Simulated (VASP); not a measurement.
# KZnF3 (a cell with a defect) in VASP: single point with PBEsol

Aim: the single point of KZnF3 (a cell with a defect) with PBEsol.

Program: VASP 6.6.1. These are calculated values, not measurements. Logs are shortened: lines on timing, memory, paths and dates and some standing lists are left out, and cuts for length are marked.

**1. The cell of the first run**

The cell holds a defect, 40 atoms: a = 8.105 Å, b = 8.105 Å, c = 8.105 Å, α = 90.00°, β = 90.00°, γ = 90.00°.

**2. Single point, PBEsol**

INCAR

```
SYSTEM = KZnF3
ALGO = Normal
EDIFF = 1E-6
ENCUT = 520
GGA = PS
ISIF = 2
ISMEAR = -1
ISYM = 0
LASPH = .TRUE.
LCHARG = .FALSE.
LREAL = Auto
LWAVE = .FALSE.
NBANDS = 194
NELM = 60
PREC = Accurate
SIGMA = 0.05
```

KPOINTS

```
Automatic mesh
0
Gamma
  1 1 1
  0.25 0.25 0.25
```

POSCAR

```
KZnF3
1.0
    8.1045260000      0.0000000000      0.0000000000
    0.0000000000      8.1045260000      0.0000000000
    0.0000000000      0.0000000000      8.1045260000
K F Zn
8 24 8
Direct
    0.0247760000      0.9991600000      0.0126750000
    0.9892140000      0.5121980000      0.9818800000
    0.9940220000      0.5157950000      0.5046110000
    0.4983710000      0.9994040000      0.0124350000
    0.4932420000      0.9924380000      0.4787950000
    0.5337410000      0.5125760000      0.9821810000
    0.5287680000      0.5155580000      0.5049300000
    0.0301300000      0.9926380000      0.4790670000
    0.7616550000      0.0184010000      0.5935520000
    0.2616830000      0.2684180000      0.9938410000
    0.2611270000      0.7420530000      0.9950170000
    0.2616990000      0.7600870000      0.4964940000
    0.7613860000      0.2883060000      0.0193160000
    0.7615760000      0.2996750000      0.4813570000
    0.7616980000      0.7394930000      0.9903280000
    0.7610600000      0.7299260000      0.4970510000
    0.0268860000      0.2496240000      0.2703500000
    0.0291260000      0.2462760000      0.7082690000
    0.0170670000      0.7571120000      0.2423200000
    0.0092000000      0.7650810000      0.7460900000
    0.4961050000      0.2505480000      0.2704880000
    0.4937430000      0.2453920000      0.7082700000
    0.5058650000      0.7563550000      0.2418450000
    0.5136260000      0.7658070000      0.7466450000
    0.2618000000      0.0085320000      0.2466220000
    0.2610020000      0.0060800000      0.7452280000
    0.2610310000      0.4981890000      0.2791690000
    0.2617610000      0.5027150000      0.7272680000
    0.7611330000      0.0039220000      0.2420860000
    0.7617430000      0.0287900000      0.8761230000
    0.7619300000      0.5165060000      0.2417610000
    0.7611060000      0.4702520000      0.7513080000
    0.2614960000      0.2604980000      0.2332530000
    0.2614630000      0.2554380000      0.7540480000
    0.2614520000      0.7442610000      0.2461250000
    0.2614280000      0.7545030000      0.7452920000
    0.7614700000      0.2581280000      0.2509380000
    0.7614770000      0.2297380000      0.7302920000
    0.7614850000      0.7580010000      0.2446620000
    0.7614990000      0.8144690000      0.7419020000
```

Potentials or basis: VASP PAW PBE potentials, release 64 (K_sv, F, Zn).

Launch:

```
$ cat potpaw_PBE.64/K_sv/POTCAR potpaw_PBE.64/F/POTCAR potpaw_PBE.64/Zn/POTCAR > POTCAR
$ mpirun -np 1 vasp_std > vasp.out
```

OUTCAR:

```text
SYSTEM = KZnF3
   EDIFF = 1E-6
   ENCUT = 520
   GGA = PS
   ISIF = 2
   ISMEAR = -1
   ISYM = 0
   LASPH = .TRUE.
   LREAL = Auto
   NELM = 60
   PREC = Accurate

 ion  position               nearest neighbor table
   1  0.025  0.999  0.013-  30 2.41  25 2.70  19 2.70  29 2.83  11 2.83  33 3.37  35 3.40  40 3.41
                             8 3.78
   2  0.989  0.512  0.982-  13 2.61  15 2.61  32 2.65  31 2.80  20 2.81   6 3.69
   3  0.994  0.516  0.505-  16 2.57  14 2.58  18 2.75  32 2.77  20 2.82  28 2.82  27 2.84  31 2.84
                             7 3.77
   4  0.498  0.999  0.012-  30 2.42  25 2.70  23 2.71  29 2.83  11 2.84  33 3.37  35 3.40  40 3.41
                             5 3.78
   5  0.493  0.992  0.479-   9 2.38  25 2.66  12 2.66  21 2.69  23 2.71  22 2.77  24 2.85  35 3.34
                            40 3.37   8 3.75   4 3.78
   6  0.534  0.513  0.982-  13 2.61  15 2.61  32 2.65  31 2.80  24 2.81   2 3.69
   7  0.529  0.516  0.505-  16 2.56  14 2.58  22 2.76  32 2.77  28 2.82  24 2.82  27 2.84  31 2.85
                             3 3.77
   8  0.030  0.993  0.479-   9 2.37  25 2.66  12 2.66  17 2.68  19 2.71  18 2.77  20 2.85  26 2.86
                            35 3.34  40 3.37   5 3.75   1 3.78
   9  0.762  0.018  0.594-  38 2.04  40 2.04   8 2.37   5 2.38
  10  0.262  0.268  0.994-  33 1.94  34 1.95
  11  0.261  0.742  0.995-  36 2.03  35 2.04   1 2.83   4 2.84
  12  0.262  0.760  0.496-  36 2.02  35 2.03   5 2.66   8 2.66
  13  0.761  0.288  0.019-  37 1.89  38 2.39   2 2.61   6 2.61
  14  0.762  0.300  0.481-  37 1.90  38 2.10   3 2.58   7 2.58
  15  0.762  0.739  0.990-  39 2.07  40 2.10   2 2.61   6 2.61
  16  0.761  0.730  0.497-  39 2.06  40 2.10   7 2.56   3 2.57
  17  0.027  0.250  0.270-  33 1.93  37 2.16   8 2.68
  18  0.029  0.246  0.708-  34 1.92  38 2.18   3 2.75   8 2.77
  19  0.017  0.757  0.242-  35 1.98  39 2.07   1 2.70   8 2.71
  20  0.009  0.765  0.746-  36 2.05  40 2.05   2 2.81   3 2.82   8 2.85
  21  0.496  0.251  0.270-  33 1.93  37 2.16   5 2.69
  22  0.494  0.245  0.708-  34 1.92  38 2.18   7 2.76   5 2.77
  23  0.506  0.756  0.242-  35 1.98  39 2.07   4 2.71   5 2.71
  24  0.514  0.766  0.747-  36 2.05  40 2.05   6 2.81   7 2.82   5 2.85
  25  0.262  0.009  0.247-  33 2.04  35 2.14   5 2.66   8 2.66   4 2.70   1 2.70
  26  0.261  0.006  0.745-  34 2.02  36 2.04   8 2.86
  27  0.261  0.498  0.279-  33 1.96  35 2.01   3 2.84   7 2.84
  28  0.262  0.503  0.727-  34 2.02  36 2.05   7 2.82   3 2.82
  29  0.761  0.004  0.242-  39 1.99  37 2.06   4 2.83   1 2.83
  30  0.762  0.029  0.876-  38 2.01  40 2.05   1 2.41   4 2.42
  31  0.762  0.517  0.242-  39 1.96  37 2.10   2 2.80   6 2.80   3 2.84   7 2.85
  32  0.761  0.470  0.751-  38 1.96   6 2.65   2 2.65   7 2.77   3 2.77
  33  0.261  0.260  0.233-  21 1.93  17 1.93  10 1.94  27 1.96  25 2.04   1 3.37   4 3.37
  34  0.261  0.255  0.754-  22 1.92  18 1.92  10 1.95  28 2.02  26 2.02
  35  0.261  0.744  0.246-  23 1.98  19 1.98  27 2.01  12 2.03  11 2.04  25 2.14   5 3.34   8 3.34
                             1 3.40   4 3.40
  36  0.261  0.755  0.745-  12 2.02  11 2.03  26 2.04  28 2.05  20 2.05  24 2.05
  37  0.761  0.258  0.251-  13 1.89  14 1.90  29 2.06  31 2.10  21 2.16  17 2.16
  38  0.761  0.230  0.730-  32 1.96  30 2.01   9 2.04  14 2.10  18 2.18  22 2.18  13 2.39
  39  0.761  0.758  0.245-  31 1.96  29 1.99  16 2.06  15 2.07  19 2.07  23 2.07
  40  0.761  0.814  0.742-   9 2.04  20 2.05  24 2.05  30 2.05  16 2.10  15 2.10   5 3.37   8 3.37
                             4 3.41   1 3.41

IMPORTANT INFORMATION: All symmetrisations will be switched off!
NOSYMM: (Re-)initialisation of all symmetry stuff for point group C_1.

----------------------------------------------------------------------------------------

                                     Primitive cell

  volume of cell :     532.3324

  direct lattice vectors                    reciprocal lattice vectors
     8.104526000  0.000000000  0.000000000     0.123387845  0.000000000  0.000000000
     0.000000000  8.104526000  0.000000000     0.000000000  0.123387845  0.000000000
     0.000000000  0.000000000  8.104526000     0.000000000  0.000000000  0.123387845

  length of vectors
     8.104526000  8.104526000  8.104526000     0.123387845  0.123387845  0.123387845

  position of ions in fractional coordinates (direct lattice)
     0.024776000  0.999160000  0.012675000
     0.989214000  0.512198000  0.981880000
     0.994022000  0.515795000  0.504611000
     0.498371000  0.999404000  0.012435000
     0.493242000  0.992438000  0.478795000
     0.533741000  0.512576000  0.982181000
[... 32 lines left out ...]
     0.761485000  0.758001000  0.244662000
     0.761499000  0.814469000  0.741902000

  ion indices of the primitive-cell ions
   primitive index   ion index
                 1           1
                 2           2
                 3           3
                 4           4
                 5           5
                 6           6
[... 32 lines left out ...]
                39          39
                40          40

----------------------------------------------------------------------------------------

 KPOINTS: Automatic mesh

Automatic generation of k-mesh.
 Grid dimensions read from file:
 generate k-points for:    1    1    1

 Generating k-lattice:

  Cartesian coordinates                     Fractional coordinates (reciprocal lattice)
     0.123387845  0.000000000  0.000000000     1.000000000  0.000000000  0.000000000
     0.000000000  0.123387845  0.000000000     0.000000000  1.000000000  0.000000000
     0.000000000  0.000000000  0.123387845     0.000000000  0.000000000  1.000000000

  Length of vectors
     0.123387845  0.123387845  0.123387845

  Shift w.r.t. Gamma in fractional coordinates (k-lattice)
     0.250000000  0.250000000  0.250000000

 Subroutine IBZKPT returns following result:
 ===========================================

 Found      4 irreducible k-points:

 Following reciprocal coordinates:
            Coordinates               Weight
  0.250000  0.250000  0.250000      2.000000
 -0.250000  0.250000  0.250000      2.000000
 -0.250000 -0.250000  0.250000      2.000000
  0.250000 -0.250000  0.250000      2.000000
   k-points           NKPTS =      4   k-points in BZ     NKDIM =      4   number of bands    NBANDS=    194
   number of dos      NEDOS =    301   number of ions     NIONS =     40
   total plane-waves  NPLWV = 216000
   dimension x,y,z NGX =    60 NGY =   60 NGZ =   60
   dimension x,y,z NGXF=   120 NGYF=  120 NGZF=  120
   ions per type =               8  24   8
   NGX,Y,Z   is equivalent  to a cutoff of  12.31, 12.31, 12.31 a.u.
   NGXF,Y,Z  is equivalent  to a cutoff of  24.62, 24.62, 24.62 a.u.
 SYSTEM =  KZnF3
   PREC   = accura    normal or accurate (medium, high low for compatibility)
   ISTART =      0    job   : 0-new  1-cont  2-samecut
   ICHARG =      2    charge: 1-file 2-atom 10-const
   ISPIN  =      1    spin polarized calculation?
   LNONCOLLINEAR =      F non collinear calculations
   LSORBIT =      F    spin-orbit coupling
   LASPH  =      T    aspherical Exc in radial PAW
   ENCUT  =  520.0 eV  38.22 Ry    6.18 a.u.  15.07 15.07 15.07*2*pi/ulx,y,z
   NELM   =     60;   NELMIN=  2; NELMDL= -5     # of ELM steps
   EDIFF  = 0.1E-05   stopping-criterion for ELM
   LREAL  =      T    real-space projection
   EDIFFG = 0.1E-04   stopping-criterion for IOM
   NSW    =      0    number of steps for IOM
   IBRION =     -1    ionic relax: 0-MD 1-quasi-New 2-CG
   NFREE  =      0    steps in history (QN), initial steepest desc. (CG)
   ISIF   =      2    stress and relaxation
   ISYM   =      0    0-nonsym 1-usesym 2-fastsym
   POTIM  = 0.5000    time-step for ionic-motion
   TEBEG  =    0.0;   TEEND  =   0.0 temperature during run
   PSTRESS=    0.0 pullay stress
   NELECT =     336.0000    total number of electrons
   NUPDOWN=      -1.0000    fix difference up-down
   EMIN   =  10.00;   EMAX   =-10.00  energy-range for DOS
   EFERMI =   0.00;   METHOD = LEGACY
   ISMEAR =    -1;   SIGMA  =   0.05  broadening in eV -4-tet -1-fermi 0-gaus
   EFERMI_NEDOS =   21; number of points for ismear=-14 and -15
   IALGO  =     38    algorithm
   IMIX   =      4    mixing-type and parameters
     AMIX     =   0.40;   BMIX     =  1.00
     AMIX_MAG =   1.60;   BMIX_MAG =  1.00
  volume/ion in A,a.u.               =      13.31        89.81
  Fermi-wavevector in a.u.,A,eV,Ry     =   1.404301  2.653745 26.831535  1.972062
  Thomas-Fermi vector in A             =   2.526877
   LORBIT       =      0    0 simple, 1 ext, 2 COOP (PROOUT), +10 PAW based schemes
   GGA     = PS    functional components
   LHFCALC =     F    Hartree Fock is set to
   AEXX    =    0.0000 exact exchange contribution
   IVDW    =     0    specifies the selected vdW correction
   LEPSILON=     F    determine dielectric tensor
   LRPA    =     F    only Hartree local field effects (RPA)
 non-spin polarized calculation
  energy-cutoff  :      520.00
  volume of cell :      532.33
 maximum number of plane-waves:     14330
   NGX = 31   NGY = 31   NGZ = 31

 number of electron     336.0000005 magnetization

 Free energy of the ion-electron system (eV)
  ---------------------------------------------------
  ext. energy  EPLUGINS =         0.00000000
  ---------------------------------------------------
  free energy    TOTEN  =      -167.67665697 eV

  energy without entropy =     -167.67665697  energy(sigma->0) =     -167.67665697

 E-fermi :   0.2945     XC(G=0): -10.1037

 val. band max:       -0.8867894653   @ k =  -0.2500  -0.2500   0.2500
 cond. band min:       3.1397241423   @ k =   0.2500  -0.2500   0.2500
 fundamental gap:      4.0265136076
 Fermi energy:         0.2945052453

 k-point     1 :       0.2500    0.2500    0.2500
  band No.  band energies     occupation
      1     -27.7454      2.00000
      2     -27.7244      2.00000
      3     -27.6263      2.00000
      4     -27.6015      2.00000
      5     -27.5565      2.00000
      6     -27.5308      2.00000
[... 721 lines left out ...]
    179       7.6563      0.00000
    180       7.8757      0.00000
 [bands above 180 left out]

------------------------ aborting loop because EDIFF is reached ----------------------------------------

  FORCE on cell =-STRESS in cart. coord.  units (eV):
  Direction    XX          YY          ZZ          XY          YZ          ZX
  --------------------------------------------------------------------------------------
  -------------------------------------------------------------------------------------
  Total        5.9618473      7.4200310      9.1350298      0.0083898      0.6800547      0.0019992
  in kB       17.9435583     22.3322994     27.4939849      0.0252509      2.0467820      0.0060170
  external PRESSURE =      22.5899476 kB  Pullay stress =       0.0000000 kB

 VOLUME and BASIS-vectors are now :
 -----------------------------------------------------------------------------
  energy-cutoff  :      520.00
  volume of cell :      532.33
      direct lattice vectors                 reciprocal lattice vectors
     8.104526000  0.000000000  0.000000000     0.123387845  0.000000000  0.000000000
     0.000000000  8.104526000  0.000000000     0.000000000  0.123387845  0.000000000
     0.000000000  0.000000000  8.104526000     0.000000000  0.000000000  0.123387845

 POSITION                                       TOTAL-FORCE (eV/Angst)
 -----------------------------------------------------------------------------------
      0.20080      8.09772      0.10272         0.014880      0.010074      0.001117
      8.01711      4.15112      7.95767         0.020469     -0.002072      0.002968
      8.05608      4.18027      4.08963         0.012600      0.000716     -0.000579
      4.03906      8.09970      0.10078        -0.015584     -0.000127     -0.011894
      3.99749      8.04324      3.88041        -0.018990      0.002527     -0.000866
      4.32572      4.15419      7.96011        -0.014773     -0.019642     -0.003473
[... 32 lines left out ...]
      6.17147      6.14324      1.98287        -0.000511      0.025978      0.002888
      6.17159      6.60089      6.01276        -0.000941     -0.055765      0.000725
 -----------------------------------------------------------------------------------
    total drift:                                0.003327     -0.001428     -0.011501

  FREE ENERGIE OF THE ION-ELECTRON SYSTEM (eV)
  ---------------------------------------------------
  free  energy   TOTEN  =      -167.6766569723 eV

  energy  without entropy=     -167.6766569721  energy(sigma->0) =     -167.67665697
```

Run time: 21 min. Hardware: 1 thread of Intel Xeon Platinum 8259CL at 2.50GHz (Skylake/Cascade Lake), shared host; peak memory 0.64 GiB.

What came out:

```yaml
Free_energy: -167.6767 eV
Pressure: 2.3 GPa
Largest_force: 0.117 eV/Å
Band_gap_on_the_k_mesh: 4.03 eV
```

Forces in eV/Å, atoms in the order of the input:
```
K    0.015  0.010  0.001
K    0.020 -0.002  0.003
K    0.013  0.001 -0.001
K   -0.016  0.000 -0.012
K   -0.019  0.003 -0.001
K   -0.015 -0.020 -0.003
K   -0.018 -0.001 -0.001
K    0.017  0.002 -0.004
F   -0.003  0.002 -0.032
F   -0.002  0.007 -0.003
F    0.007 -0.004  0.008
F    0.001 -0.006 -0.003
F   -0.004  0.006 -0.117
F   -0.001  0.014  0.065
F    0.005 -0.001 -0.014
F   -0.002 -0.002  0.016
F   -0.068  0.000  0.011
F   -0.068 -0.005 -0.014
F   -0.031  0.001 -0.003
F   -0.003 -0.006  0.003
F    0.066 -0.006  0.016
F    0.076  0.002 -0.017
F    0.028  0.001 -0.004
F    0.006 -0.006  0.001
F    0.001 -0.020  0.003
F    0.001 -0.003 -0.001
F   -0.001  0.014  0.021
F   -0.002  0.008 -0.007
F    0.000  0.023  0.001
F    0.000  0.004  0.034
F    0.001 -0.044  0.001
F    0.000  0.088  0.006
Zn  -0.001 -0.013  0.033
Zn  -0.002  0.007 -0.029
Zn   0.000  0.013 -0.002
Zn   0.000 -0.010  0.006
Zn   0.001 -0.027  0.008
Zn  -0.001 -0.002  0.028
Zn  -0.001  0.026  0.003
Zn  -0.001 -0.056  0.001
```

Stress tensor (GPa, compression positive):
```
1.79 0.00 0.00
0.00 2.23 0.20
0.00 0.20 2.75
```

Caveat: the PAW data sets were made with another functional, which shifts forces and pressure a little.
